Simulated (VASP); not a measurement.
# Cd (R-3m) in VASP: a series of runs

Cd is run at these levels: PBE; tasks: single point.

Everything below comes from runs of VASP 6.6.1. Logs are shortened: lines on timing, memory, paths and dates and some standing lists are left out, and cuts for length are marked.

## Step 1: The cell of the first run

It takes space group R-3m (No. 166, trigonal). Conventional cell: a = 2.490 Å, b = 2.490 Å, c = 12.197 Å, α = 90.00°, β = 90.00°, γ = 120.00°. Within 3.3 Å of Cd (site symmetry -3m) lie 6 Cd at 2.49 Å.

## Step 2: Single point, PBE

INCAR

```
SYSTEM = Cd
PREC = Accurate
ENCUT = 520
EDIFF = 1E-6
ISMEAR = 0
SIGMA = 0.15
LREAL = .False.
LASPH = .True.
NELM = 100
ALGO = Fast
ISIF = 2
LWAVE = .False.
LCHARG = .False.
GGA = PE
NBANDS = 12
```

KPOINTS

```
regular mesh
0
Gamma
  20 20 20
  0 0 0
```

POSCAR

```
Cd
1.0
    1.1736977489      2.9342443721      2.9342443721
    2.9342443721      1.1736977489      2.9342443721
    2.9342443721      2.9342443721      1.1736977489
Cd
1
Direct
    0.0000000000      0.0000000000      0.0000000000
```

Potentials or basis: VASP PAW PBE potentials, release 64 (Cd).

Started as:

```bash
$ cat potpaw_PBE.64/Cd/POTCAR > POTCAR
$ mpirun -np 1 vasp_std > vasp.out
```

OUTCAR:

```text
SYSTEM = Cd
   PREC = Accurate
   ENCUT = 520
   EDIFF = 1E-6
   ISMEAR = 0
   LREAL = .False.
   LASPH = .True.
   NELM = 100
   ISIF = 2
   GGA = PE

 ion  position               nearest neighbor table
   1  0.000  0.000  0.000-

  LATTYP: Found a trigonal (rhomboedric) cell.
 ALAT       =     4.3124408954
 COS(alpha) =     0.8333333333

  Lattice vectors:

 A1 = (   1.1736977489,   2.9342443721,   2.9342443721)
 A2 = (   2.9342443721,   1.1736977489,   2.9342443721)
 A3 = (   2.9342443721,   2.9342443721,   1.1736977489)

Analysis of symmetry for initial positions (statically):
=====================================================================
 Subroutine PRICEL returns:
 Original cell was already a primitive cell.

 Routine SETGRP: Setting up the symmetry group for a
 trigonal (rhombohedral) supercell.

 Subroutine GETGRP returns: Found 12 space group operations
 (whereof 12 operations were pure point group operations)
 out of a pool of 12 trial point group operations.

The static configuration has the point symmetry D_3d.

Analysis of symmetry for dynamics (positions and initial velocities):
=====================================================================
 Subroutine PRICEL returns:
 Original cell was already a primitive cell.

 Routine SETGRP: Setting up the symmetry group for a
 trigonal (rhombohedral) supercell.

 Subroutine GETGRP returns: Found 12 space group operations
 (whereof 12 operations were pure point group operations)
 out of a pool of 12 trial point group operations.

The dynamic configuration has the point symmetry D_3d.

 Subroutine INISYM returns: Found 12 space group operations
 (whereof 12 operations are pure point group operations),
 and found     1 'primitive' translations

----------------------------------------------------------------------------------------

                                     Primitive cell

  volume of cell :      21.8274

  direct lattice vectors                    reciprocal lattice vectors
     1.173697749  2.934244372  2.934244372    -0.331336487  0.236668919  0.236668919
     2.934244372  1.173697749  2.934244372     0.236668919 -0.331336487  0.236668919
     2.934244372  2.934244372  1.173697749     0.236668919  0.236668919 -0.331336487

  length of vectors
     4.312440895  4.312440895  4.312440895     0.470965203  0.470965203  0.470965203

  position of ions in fractional coordinates (direct lattice)
     0.000000000  0.000000000  0.000000000

  ion indices of the primitive-cell ions
   primitive index   ion index
                 1           1

----------------------------------------------------------------------------------------

 KPOINTS: regular mesh

Automatic generation of k-mesh.
 Grid dimensions read from file:
 generate k-points for:   20   20   20

 Generating k-lattice:

  Cartesian coordinates                     Fractional coordinates (reciprocal lattice)
    -0.016566824  0.011833446  0.011833446     0.050000000  0.000000000  0.000000000
     0.011833446 -0.016566824  0.011833446     0.000000000  0.050000000  0.000000000
     0.011833446  0.011833446 -0.016566824     0.000000000  0.000000000  0.050000000

  Length of vectors
     0.023548260  0.023548260  0.023548260

  Shift w.r.t. Gamma in fractional coordinates (k-lattice)
     0.000000000  0.000000000  0.000000000

 Subroutine IBZKPT returns following result:
 ===========================================

 Found    781 irreducible k-points:

 Following reciprocal coordinates:
            Coordinates               Weight
  0.000000  0.000000  0.000000      1.000000
  0.050000 -0.000000 -0.000000      6.000000
  0.100000  0.000000 -0.000000      6.000000
  0.150000 -0.000000 -0.000000      6.000000
  0.200000  0.000000 -0.000000      6.000000
  0.250000  0.000000  0.000000      6.000000
[... 16 lines left out ...]
 -0.400000  0.050000  0.000000     12.000000
 -0.350000  0.050000  0.000000     12.000000
 [... further k-points ...]
   k-points           NKPTS =    781   k-points in BZ     NKDIM =    781   number of bands    NBANDS=     12
   number of dos      NEDOS =    301   number of ions     NIONS =      1
   total plane-waves  NPLWV =  32768
   dimension x,y,z NGX =    32 NGY =   32 NGZ =   32
   dimension x,y,z NGXF=    64 NGYF=   64 NGZF=   64
   ions per type =               1
   NGX,Y,Z   is equivalent  to a cutoff of  12.34, 12.34, 12.34 a.u.
   NGXF,Y,Z  is equivalent  to a cutoff of  24.67, 24.67, 24.67 a.u.
 SYSTEM =  Cd
   PREC   = accura    normal or accurate (medium, high low for compatibility)
   ISTART =      0    job   : 0-new  1-cont  2-samecut
   ICHARG =      2    charge: 1-file 2-atom 10-const
   ISPIN  =      1    spin polarized calculation?
   LNONCOLLINEAR =      F non collinear calculations
   LSORBIT =      F    spin-orbit coupling
   LASPH  =      T    aspherical Exc in radial PAW
   ENCUT  =  520.0 eV  38.22 Ry    6.18 a.u.   8.02  8.02  8.02*2*pi/ulx,y,z
   NELM   =    100;   NELMIN=  2; NELMDL= -5     # of ELM steps
   EDIFF  = 0.1E-05   stopping-criterion for ELM
   LREAL  =      F    real-space projection
   EDIFFG = 0.1E-04   stopping-criterion for IOM
   NSW    =      0    number of steps for IOM
   IBRION =     -1    ionic relax: 0-MD 1-quasi-New 2-CG
   NFREE  =      0    steps in history (QN), initial steepest desc. (CG)
   ISIF   =      2    stress and relaxation
   ISYM   =      2    0-nonsym 1-usesym 2-fastsym
   POTIM  = 0.5000    time-step for ionic-motion
   TEBEG  =    0.0;   TEEND  =   0.0 temperature during run
   PSTRESS=    0.0 pullay stress
   NELECT =      12.0000    total number of electrons
   NUPDOWN=      -1.0000    fix difference up-down
   EMIN   =  10.00;   EMAX   =-10.00  energy-range for DOS
   EFERMI =   0.00;   METHOD = LEGACY
   ISMEAR =     0;   SIGMA  =   0.15  broadening in eV -4-tet -1-fermi 0-gaus
   EFERMI_NEDOS =   21; number of points for ismear=-14 and -15
   IALGO  =     68    algorithm
   IMIX   =      4    mixing-type and parameters
     AMIX     =   0.40;   BMIX     =  1.00
     AMIX_MAG =   1.60;   BMIX_MAG =  1.00
  volume/ion in A,a.u.               =      21.83       147.30
  Fermi-wavevector in a.u.,A,eV,Ry     =   1.341120  2.534350 24.471486  1.798604
  Thomas-Fermi vector in A             =   2.469379
   LORBIT       =      0    0 simple, 1 ext, 2 COOP (PROOUT), +10 PAW based schemes
   GGA     = PE    functional components
   LHFCALC =     F    Hartree Fock is set to
   AEXX    =    0.0000 exact exchange contribution
   IVDW    =     0    specifies the selected vdW correction
   LEPSILON=     F    determine dielectric tensor
   LRPA    =     F    only Hartree local field effects (RPA)
 non-spin polarized calculation
 RMM-DIIS sequential band-by-band and
 Gauss-broadening in eV      SIGMA  =   0.15
  energy-cutoff  :      520.00
  volume of cell :       21.83
 maximum number of plane-waves:       604
   NGX = 15   NGY = 15   NGZ = 15

 number of electron      11.9999997 magnetization

 Free energy of the ion-electron system (eV)
  ---------------------------------------------------
  ext. energy  EPLUGINS =         0.00000000
  ---------------------------------------------------
  free energy    TOTEN  =         0.64854034 eV

  energy without entropy =        0.65285778  energy(sigma->0) =        0.65069906

 E-fermi :   2.8888     XC(G=0): -10.5164

 val. band max:        2.8865225089   @ k =  -0.2500  -0.4000   0.1500
 cond. band min:       2.8893493884   @ k =  -0.2000   0.3500   0.0500
 fundamental gap:      0.0028268795
 Fermi energy:         2.8888316774

 k-point     1 :       0.0000    0.0000    0.0000
  band No.  band energies     occupation
      1      -9.3829      2.00000
      2      -7.6301      2.00000
      3      -7.6301      2.00000
      4      -5.7115      2.00000
      5      -5.7058      2.00000
      6      -5.7058      2.00000
      7       3.3254      0.00004
      8       8.1880      0.00000
      9      22.0252      0.00000
     10      28.3859      0.00000
     11      29.2140      0.00000
     12      29.2141      0.00000

 k-point     2 :       0.0500   -0.0000   -0.0000
  band No.  band energies     occupation
      1      -9.3019      2.00000
      2      -7.6637      2.00000
      3      -7.5700      2.00000
      4      -5.7865      2.00000
      5      -5.7175      2.00000
      6      -5.6551      2.00000
      7       3.4608      0.00000
      8       8.2649      0.00000
      9      21.9718      0.00000
     10      27.5593      0.00000
     11      28.2672      0.00000
     12      28.4659      0.00000

 k-point     3 :       0.1000    0.0000   -0.0000
  band No.  band energies     occupation
      1      -9.0815      2.00000
      2      -7.7463      2.00000
      3      -7.3938      2.00000
      4      -6.0096      2.00000
      5      -5.7516      2.00000
      6      -5.4799      2.00000
      7       3.8447      0.00000
      8       8.4999      0.00000
      9      21.5991      0.00000
     10      25.4118      0.00000
     11      27.1523      0.00000
     12      27.7721      0.00000
[... 286 lines left out ...]
 k-point    23 :      -0.4000    0.0500    0.0000
  band No.  band energies     occupation
      1      -9.4555      2.00000
      2      -7.9467      2.00000
      3      -6.1889      2.00000
      4      -6.1277      2.00000
      5      -5.0735      2.00000
      6       0.3880      2.00000
      7       7.6815      0.00000
      8       9.3402      0.00000
      9      14.2568      0.00000
     10      14.4871      0.00000
     11      18.9163      0.00000
     12      21.3885      0.00000

 k-point    24 :      -0.3500    0.0500    0.0000
  band No.  band energies     occupation
      1      -9.3147      2.00000
      2      -7.7800      2.00000
      3      -6.3580      2.00000
      4      -6.1435      2.00000
      5      -5.3406      2.00000
      6      -1.0265      2.00000
      7       8.4359      0.00000
      8       9.7139      0.00000
      9      13.0771      0.00000
     10      15.8094      0.00000
     11      19.4913      0.00000
     12      21.9736      0.00000

 [... further k-points ...]

------------------------ aborting loop because EDIFF is reached ----------------------------------------

  FORCE on cell =-STRESS in cart. coord.  units (eV):
  Direction    XX          YY          ZZ          XY          YZ          ZX
  --------------------------------------------------------------------------------------
  -------------------------------------------------------------------------------------
  Total        6.4012810      6.4012810      6.4012810     -3.3448620     -3.3448620     -3.3448620
  in kB      469.8669409    469.8669409    469.8669409   -245.5196180   -245.5196180   -245.5196180
  external PRESSURE =     469.8669409 kB  Pullay stress =       0.0000000 kB

 VOLUME and BASIS-vectors are now :
 -----------------------------------------------------------------------------
  energy-cutoff  :      520.00
  volume of cell :       21.83
      direct lattice vectors                 reciprocal lattice vectors
     1.173697749  2.934244372  2.934244372    -0.331336487  0.236668919  0.236668919
     2.934244372  1.173697749  2.934244372     0.236668919 -0.331336487  0.236668919
     2.934244372  2.934244372  1.173697749     0.236668919  0.236668919 -0.331336487

 POSITION                                       TOTAL-FORCE (eV/Angst)
 -----------------------------------------------------------------------------------
      0.00000      0.00000      0.00000         0.000000     -0.000000     -0.000000
 -----------------------------------------------------------------------------------
    total drift:                                0.000000      0.000000      0.000000

  FREE ENERGIE OF THE ION-ELECTRON SYSTEM (eV)
  ---------------------------------------------------
  free  energy   TOTEN  =         0.6485403429 eV

  energy  without entropy=        0.6528577824  energy(sigma->0) =        0.65069906
```

Run time: 2.8 min. Hardware: 1 thread of Intel Xeon Platinum 8259CL at 2.50GHz (Skylake/Cascade Lake), shared host; peak memory 0.34 GiB.

What came out:

| Property | Result |
| --- | --- |
| Free energy | 0.6485 eV |
| Pressure | 47.0 GPa |
| Band gap on the k mesh | zero (bands 6 and 7 overlap by 7.23 eV) |

Caveat: the cell stands under pressure.

(Continued in part 2 of 2.)
